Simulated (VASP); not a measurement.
Input of a VASP 6.6.1 run:

File INCAR:

```
SYSTEM = Zr
ALGO = Normal ; EDIFF = 1E-6
ENCUT = 520 ; GGA = PE
ISIF = 2 ; ISMEAR = -1
LASPH = .True. ; LCHARG = .True.
LELF = .True. ; LREAL = .False.
LVHAR = .True. ; LWAVE = .False.
NBANDS = 19 ; NELM = 100
PREC = Accurate ; SIGMA = 0.05
```

The input KPOINTS:

```
k-points
0
Gamma
  16 16 9
  0 0 0
```

Contents of POSCAR:

```
Zr
1.0
    3.2322443212      0.0000000000      0.0000000000
   -1.6161221606      2.7992056934      0.0000000000
    0.0000000000      0.0000000000      5.1706478563
Zr
2
Direct
    0.3333333333      0.6666666667      0.2500000000
    0.6666666667      0.3333333333      0.7500000000
```

Potentials or basis: VASP PAW PBE potentials, release 64 (Zr_sv).

Launch:

```sh
$ cat potpaw_PBE.64/Zr_sv/POTCAR > POTCAR
$ mpirun -np 1 vasp_std > vasp.out
```

Question: Estimate the pressure.

Answer: 0.0 GPa.

Question: Predict the band gap on the k mesh.

Answer: Zero (band 12 reaches 9.84 eV, above the bottom of band 13 at 8.74 eV).
